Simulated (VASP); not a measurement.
# Rb2Si2S (P-3m1) in VASP: relaxation of cell and atoms with PBE

Aim: the relaxation of cell and atoms of Rb2Si2S with PBE.

Everything below comes from runs of VASP 6.6.1. Logs are shortened: lines on timing, memory, paths and dates and some standing lists are left out, and cuts for length are marked.

## (1) The cell of the first run

It takes space group P-3m1 (No. 164, trigonal). The conventional cell has a = 4.043 Å, b = 4.043 Å, c = 11.312 Å, α = 90.00°, β = 90.00°, γ = 120.00°. Within 4.1 Å of Rb (site symmetry 3m) lie 3 S at 3.11 Å and 4 Si at 3.85 to 4.07 Å and 6 Rb at 4.04 Å. Si (site symmetry 3m) has 3 Si at 2.39 Å within 3.2 Å. Within 4.1 Å of S (site symmetry -3m) lie 6 Rb at 3.11 Å and 6 S at 4.04 Å.

The cell was generated, and may not be a known phase.

## (2) Relaxation of cell and atoms, PBE

Input file INCAR:

```
SYSTEM = Rb2Si2S
  PREC = Accurate
  ENCUT = 600
  EDIFF = 1E-6
  ISMEAR = 0
  SIGMA = 0.1
  LREAL = .False.
  LASPH = .True.
  NELM = 100
  ALGO = Normal
  ISIF = 3
  LWAVE = .False.
  LCHARG = .False.
  GGA = PE
  IBRION = 2
  NSW = 100
  EDIFFG = -0.01
```

Input file KPOINTS:

```
regular mesh
0
Gamma
  12 12 4
  0 0 0
```

Input file POSCAR:

```
Rb2Si2S
1.0
    4.0427675132      0.0000000000      0.0000000000
   -2.0213837566      3.5011393680      0.0000000000
    0.0000000000      0.0000000000     11.3124925246
Rb Si S
2 2 1
Direct
    0.6666666667      0.3333333333      0.1822570330
    0.3333333333      0.6666666667      0.8177429670
    0.6666666667      0.3333333333      0.5229984668
    0.3333333333      0.6666666667      0.4770015332
    0.0000000000      0.0000000000      0.0000000000
```

Potentials or basis: VASP PAW PBE potentials, release 64 (Rb_sv, Si, S).

The run is started by

```
$ cat potpaw_PBE.64/Rb_sv/POTCAR potpaw_PBE.64/Si/POTCAR potpaw_PBE.64/S/POTCAR > POTCAR
$ mpirun -np 1 vasp_std > vasp.out
```

OUTCAR:

```text
SYSTEM = Rb2Si2S
   PREC = Accurate
   ENCUT = 600
   EDIFF = 1E-6
   ISMEAR = 0
   LREAL = .False.
   LASPH = .True.
   NELM = 100
   ISIF = 3
   GGA = PE
   IBRION = 2
   NSW = 100
   EDIFFG = -0.01

 ion  position               nearest neighbor table
   1  0.667  0.333  0.182-   5 3.11   5 3.11   5 3.11   3 3.85   4 4.07   4 4.07   4 4.07   2 4.74
                             2 4.74   2 4.74
   2  0.333  0.667  0.818-   5 3.11   5 3.11   5 3.11   4 3.85   3 4.07   3 4.07   3 4.07   1 4.74
                             1 4.74   1 4.74
   3  0.667  0.333  0.523-   4 2.39   4 2.39   4 2.39   1 3.85   2 4.07   2 4.07   2 4.07
   4  0.333  0.667  0.477-   3 2.39   3 2.39   3 2.39   2 3.85   1 4.07   1 4.07   1 4.07
   5  0.000  0.000  0.000-   1 3.11   2 3.11   2 3.11   1 3.11   1 3.11   2 3.11

  LATTYP: Found a hexagonal cell.
 ALAT       =     4.0427675132
 C/A-ratio  =     2.7982050632

  Lattice vectors:

 A1 = (   4.0427675132,   0.0000000000,   0.0000000000)
 A2 = (  -2.0213837566,   3.5011393680,   0.0000000000)
 A3 = (   0.0000000000,   0.0000000000,  11.3124925246)

Analysis of symmetry for initial positions (statically):
=====================================================================
 Subroutine PRICEL returns:
 Original cell was already a primitive cell.

 Routine SETGRP: Setting up the symmetry group for a
 hexagonal supercell.

 Subroutine GETGRP returns: Found 12 space group operations
 (whereof 12 operations were pure point group operations)
 out of a pool of 24 trial point group operations.

The static configuration has the point symmetry D_3d.

Analysis of symmetry for dynamics (positions and initial velocities):
=====================================================================
 Subroutine PRICEL returns:
 Original cell was already a primitive cell.

 Routine SETGRP: Setting up the symmetry group for a
 hexagonal supercell.

 Subroutine GETGRP returns: Found 12 space group operations
 (whereof 12 operations were pure point group operations)
 out of a pool of 24 trial point group operations.

The dynamic configuration has the point symmetry D_3d.

 Subroutine INISYM returns: Found 12 space group operations
 (whereof 12 operations are pure point group operations),
 and found     1 'primitive' translations

----------------------------------------------------------------------------------------

                                     Primitive cell

[... 103 lines left out ...]
   ISYM   =      2    0-nonsym 1-usesym 2-fastsym
   POTIM  = 0.5000    time-step for ionic-motion
   TEBEG  =    0.0;   TEEND  =   0.0 temperature during run
   PSTRESS=    0.0 pullay stress
   NELECT =      32.0000    total number of electrons
   NUPDOWN=      -1.0000    fix difference up-down
   EMIN   =  10.00;   EMAX   =-10.00  energy-range for DOS
   EFERMI =   0.00;   METHOD = LEGACY
   ISMEAR =     0;   SIGMA  =   0.10  broadening in eV -4-tet -1-fermi 0-gaus
   EFERMI_NEDOS =   21; number of points for ismear=-14 and -15
   IALGO  =     38    algorithm
   IMIX   =      4    mixing-type and parameters
     AMIX     =   0.40;   BMIX     =  1.00
     AMIX_MAG =   1.60;   BMIX_MAG =  1.00
  volume/ion in A,a.u.               =      32.02       216.11
  Fermi-wavevector in a.u.,A,eV,Ry     =   0.957141  1.808735 12.464559  0.916119
  Thomas-Fermi vector in A             =   2.086133
   LORBIT       =      0    0 simple, 1 ext, 2 COOP (PROOUT), +10 PAW based schemes
   GGA     = PE    functional components
   LHFCALC =     F    Hartree Fock is set to
   AEXX    =    0.0000 exact exchange contribution
   IVDW    =     0    specifies the selected vdW correction
   LEPSILON=     F    determine dielectric tensor
   LRPA    =     F    only Hartree local field effects (RPA)
 conjugate gradient relaxation of ions
 non-spin polarized calculation
 Gauss-broadening in eV      SIGMA  =   0.10
  energy-cutoff  :      600.00
  volume of cell :      160.12
 maximum number of plane-waves:      5378
   NGX = 17   NGY = 17   NGZ = 45

--------------------------------------- Ionic step        1  -------------------------------------------

 number of electron      32.0000001 magnetization

 Free energy of the ion-electron system (eV)
  ---------------------------------------------------
  ext. energy  EPLUGINS =         0.00000000
  ---------------------------------------------------
  free energy    TOTEN  =       -17.69774095 eV

  energy without entropy =      -17.67793132  energy(sigma->0) =      -17.68783613

------------------------ aborting loop because EDIFF is reached ----------------------------------------

  FORCE on cell =-STRESS in cart. coord.  units (eV):
  Direction    XX          YY          ZZ          XY          YZ          ZX
  --------------------------------------------------------------------------------------
  -------------------------------------------------------------------------------------
  Total        0.0577732      0.0577732      0.3031419      0.0000000      0.0000000      0.0000000
  in kB        0.5780833      0.5780833      3.0332635      0.0000000      0.0000000      0.0000000
  external PRESSURE =       1.3964767 kB  Pullay stress =       0.0000000 kB
[... 182 lines left out ...]
--------------------------------------- Ionic step        6  -------------------------------------------

 number of electron      32.0000001 magnetization

 Free energy of the ion-electron system (eV)
  ---------------------------------------------------
  ext. energy  EPLUGINS =         0.00000000
  ---------------------------------------------------
  free energy    TOTEN  =       -17.69874944 eV

  energy without entropy =      -17.67927219  energy(sigma->0) =      -17.68901082

 E-fermi :   1.8395     XC(G=0):  -7.8710

 val. band max:        1.8385460111   @ k =   0.1667   0.0833   0.5000
 cond. band min:       1.8422015246   @ k =   0.1667   0.0833   0.2500
 fundamental gap:      0.0036555135
 Fermi energy:         1.8394742143

 k-point     1 :       0.0000    0.0000    0.0000
  band No.  band energies     occupation
      1     -24.7642      2.00000
      2     -24.7575      2.00000
      3      -9.7828      2.00000
      4      -8.9652      2.00000
      5      -8.8540      2.00000
      6      -8.6849      2.00000
[... 541 lines left out ...]
     19       4.8655      0.00000
     20       5.0745      0.00000

 [... further k-points ...]

------------------------ aborting loop because EDIFF is reached ----------------------------------------

  FORCE on cell =-STRESS in cart. coord.  units (eV):
  Direction    XX          YY          ZZ          XY          YZ          ZX
  --------------------------------------------------------------------------------------
  -------------------------------------------------------------------------------------
  Total        0.0027866      0.0027866     -0.0085288     -0.0000000     -0.0000000      0.0000000
  in kB        0.0277427      0.0277427     -0.0849093     -0.0000000     -0.0000000      0.0000000
  external PRESSURE =      -0.0098080 kB  Pullay stress =       0.0000000 kB
[... 20 lines left out ...]
  FREE ENERGIE OF THE ION-ELECTRON SYSTEM (eV)
  ---------------------------------------------------
  free  energy   TOTEN  =       -17.6987494427 eV

  energy  without entropy=      -17.6792721932  energy(sigma->0) =      -17.68901082

 reached required accuracy - stopping structural energy minimisation
```

Run time: 10 min. Hardware: 1 thread of Intel Xeon Platinum 8259CL at 2.50GHz (Skylake/Cascade Lake), shared host; peak memory 0.49 GiB.

What came out:

```
Free energy                           : -17.6987 eV
Relaxed volume                        : 32.19 Å³/atom
Relaxed cell                          : a = 4.041 Å, b = 4.041 Å, c = 11.378 Å, α = 90.00°, β = 90.00°, γ = 120.00°
Space group after relaxing (to 0.1 Å) : P-3m1 (No. 164)
Energy gained by relaxing             : 0.2 meV/atom
Ionic steps                           : 6
Pressure after relaxing               : 0.0 GPa
Largest force after relaxing          : 0.009 eV/Å
Band gap on the k mesh                : zero (bands 16 and 17 overlap by 0.91 eV)
```

Forces in eV/Å, atoms in the order of the input:
```
Rb   0.000  0.000 -0.002
Rb   0.000  0.000  0.002
Si   0.000  0.000 -0.009
Si   0.000  0.000  0.009
S    0.000  0.000  0.000
```

Step by step:
```tsv
step	energy change (eV)	largest force (eV/Å)	pressure (GPa)	volume (Å³)
1	0.0000	0.0315	0.14	160.12
2	-0.0007	0.0199	0.02	160.77
3	-0.0009	0.0200	-0.04	161.15
4	-0.0010	0.0138	-0.01	161.02
5	-0.0010	0.0101	0.01	160.95
6	-0.0010	0.0090	0.00	160.93
```

Final structure:
```
CELL_PARAMETERS angstrom
4.04133 0.00000 0.00000
-2.02067 3.49990 0.00000
0.00000 0.00000 11.37794
ATOMIC_POSITIONS crystal
Rb 0.66667 0.33333 0.18248
Rb 0.33333 0.66667 0.81752
Si 0.66667 0.33333 0.52268
Si 0.33333 0.66667 0.47732
S 0.00000 0.00000 0.00000
```
